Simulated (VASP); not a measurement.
Wanted: the native input for a VASP 6.6.1 run.

* Task: relaxation of cell and atoms
* Functional: PBE
* Potentials or basis: VASP PAW PBE potentials, release 64 (Ti_sv, Si, Ge_d)
* Cutoff: 600 eV
* k mesh: 6 × 6 × 4
* Occupations: gaussian, width 0.1 eV
* Spin: no spin polarisation
* Dipole correction: no
* Further INCAR settings: ALGO = Normal; EDIFF = 1e-06; IBRION = 2; EDIFFG = -0.04; NSW = 90; ISIF = 3

The structure of Ti2SiGe2 lies in POSCAR:

```
Ti2SiGe2
1.0
    3.7539245200      0.0000000000      0.0000000000
   -1.8769622600      3.2509940000      0.0000000000
    0.0000000000      0.0000000000      6.6515903600
Ti Si Ge
2 1 2
Direct
    0.0000000000      0.0000000000      0.7213994900
    0.0000000000      0.0000000000      0.2786005100
    0.0000000000      0.0000000000      0.5000000000
    0.3333333300      0.6666666700      0.5000000000
    0.6666666700      0.3333333300      0.5000000000
```

The cell was generated, and may not be a known phase.

These files were run (other wordings do the same):

INCAR

```
SYSTEM = Ti2SiGe2
PREC = Accurate
ENCUT = 600
EDIFF = 1E-6
ISMEAR = 0
SIGMA = 0.1
LREAL = .FALSE.
LASPH = .TRUE.
NELM = 60
ALGO = Normal
ISIF = 3
LWAVE = .FALSE.
LCHARG = .FALSE.
GGA = PE
IBRION = 2
NSW = 90
EDIFFG = -0.04
```

KPOINTS

```
Automatic mesh
0
G
  6 6 4
  0 0 0
```

Potentials or basis: VASP PAW PBE potentials, release 64 (Ti_sv, Si, Ge_d).

The run is started by

```sh
$ cat potpaw_PBE.64/Ti_sv/POTCAR potpaw_PBE.64/Si/POTCAR potpaw_PBE.64/Ge_d/POTCAR > POTCAR
$ mpirun -np 1 vasp_std > vasp.out
```

Results of the run:

| Item | Value |
| --- | --- |
| Relaxed volume | 25.01 Å³/atom |
| Relaxed cell | a = 4.575 Å, b = 4.575 Å, c = 6.901 Å, α = 90.00°, β = 90.00°, γ = 120.00° |
| Space group after relaxing (to 0.1 Å) | P6/mmm (No. 191) |
| Pressure after relaxing | 0.0 GPa |
| Band gap on the k mesh | zero (bands 28 and 29 overlap by 1.51 eV) |

Caveat: the volume moved by over 15 % at a fixed basis, so the end points are rough; atoms lie so close that the PAW spheres overlap strongly, which falsifies energies and pressures.

Wall time 28 min on 1 thread of Intel Xeon 8259CL, with other jobs on the host, peak memory 0.26 GiB.
